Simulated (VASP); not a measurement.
Wanted: the native input for a VASP 6.6.1 run.

```
Task                   : single point
Functional             : r2SCAN
Potentials or basis    : VASP PAW PBE potentials, release 64 (Na_pv, H)
Cutoff                 : 520 eV
k mesh                 : 6 × 6 × 4
Occupations            : gaussian, width 0.01 eV
Spin                   : no spin polarisation
Dipole correction      : no
Further INCAR settings : ALGO = Normal; EDIFF = 1e-07; NBANDS = 16
```

The system is NaH.

```
Na H
1.0
     3.99243    0.00000    0.00000
    -1.99621    3.45754    0.00000
     0.00000    0.00000    4.87610
Na H
2 2
Direct
  0.33333 0.66667 0.93750
  0.66667 0.33333 0.43750
  0.33333 0.66667 0.43750
  0.66667 0.33333 0.93750
```

This cell differs from its parent crystal: volume changed by +3%.

These files were run (other wordings do the same):

POSCAR

```
NaH
1.0
    3.9924254829      0.0000000000      0.0000000000
   -1.9962127415      3.4575418909      0.0000000000
    0.0000000000      0.0000000000      4.8761002975
Na H
2 2
Direct
    0.3333333333      0.6666666667     -0.0624996803
    0.6666666667      0.3333333333      0.4375003197
    0.3333333333      0.6666666667      0.4374996803
    0.6666666667      0.3333333333      0.9374996803
```

INCAR.step1

```
PREC = Accurate ; ENCUT = 520
ISMEAR = 0 ; SIGMA = 0.01
LREAL = False ; LASPH = True
NELM = 60 ; NBANDS = 16
GGA = PE ; ALGO = Normal
EDIFF = 1E-4 ; LWAVE = True
LCHARG = False
```

INCAR.step2

```
PREC = Accurate ; ENCUT = 520
EDIFF = 1E-7 ; ISMEAR = 0
SIGMA = 0.01 ; LREAL = False
LASPH = True ; NELM = 60
ALGO = Normal ; ISIF = 2
LWAVE = False ; LCHARG = True
METAGGA = R2SCAN ; LMIXTAU = True
LELF = True ; LVHAR = True
NBANDS = 16 ; ISTART = 1
```

KPOINTS

```
regular mesh
0
Gamma
  6 6 4
```

Potentials or basis: VASP PAW PBE potentials, release 64 (Na_pv, H).

The run is started by

```console
$ cat potpaw_PBE.64/Na_pv/POTCAR potpaw_PBE.64/H/POTCAR > POTCAR
$ cp INCAR.step1 INCAR
$ mpirun -np 1 vasp_std > vasp.out
$ cp INCAR.step2 INCAR
$ mpirun -np 1 vasp_std > vasp.out
```

Results of the run:

| Property | Result |
| --- | --- |
| Pressure | -0.7 GPa |
| Band gap on the k mesh | 3.67 eV, indirect (least direct gap 4.55 eV) |

Caveat: the PAW data sets were made with another functional, which shifts forces and pressure a little.

It took 47 s on 1 thread of Intel(R) Xeon(R) 6975P-C (Granite Rapids), on a shared host, peak memory 0.17 GiB.
